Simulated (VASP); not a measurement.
Wanted: the native input for a VASP 6.6.1 run.

| Quantity | Value |
| --- | --- |
| Task | single point |
| Functional | LDA |
| Potentials or basis | VASP PAW LDA potentials, release 64 (Zn) |
| Cutoff | 520 eV |
| k mesh | 21 × 21 × 10 |
| Occupations | gaussian, width 0.15 eV |
| Spin | no spin polarisation |
| Dipole correction | no |
| Further INCAR settings | ALGO = Fast; EDIFF = 1e-07; NBANDS = 19 |

The structure of Zn lies in POSCAR:

```
Zn
1.0
    2.7847139656      0.0000000000      0.0000000000
   -1.3923569828      2.4116330365      0.0000000000
    0.0000000000      0.0000000000      4.9467000000
Zn
2
Direct
    0.3333333333      0.6666666667      0.2500000000
    0.6666666667      0.3333333333      0.7500000000
```

This cell differs from its parent crystal: strain +0.0450 x Voigt [1, 1, 0, 0, 0, 0].

The input as run:

INCAR

```
SYSTEM = Zn
ALGO = Fast ; EDIFF = 1E-7
ENCUT = 520 ; ISIF = 2
ISMEAR = 0 ; LASPH = .TRUE.
LCHARG = .FALSE. ; LREAL = .FALSE.
LWAVE = .FALSE. ; NBANDS = 19
NELM = 60 ; PREC = Accurate
SIGMA = 0.15
```

KPOINTS

```
k-points
0
G
  21 21 10
  0 0 0
```

Potentials or basis: VASP PAW LDA potentials, release 64 (Zn).

Run with:

```bash
$ cat potpaw_LDA.64/Zn/POTCAR > POTCAR
$ mpirun -np 1 vasp_std > vasp.out
```

It gave:

* Pressure: -12.0 GPa
* Band gap on the k mesh: zero (band 12 reaches 3.62 eV, above the bottom of band 13 at -0.38 eV)

Caveat: the cell differs from its parent crystal (strain +0.0450 x Voigt [1, 1, 0, 0, 0, 0]).

Run time: 2.6 min on 1 thread of AMD EPYC 9R14 (Zen 4) (shared host), peak memory 0.22 GiB.
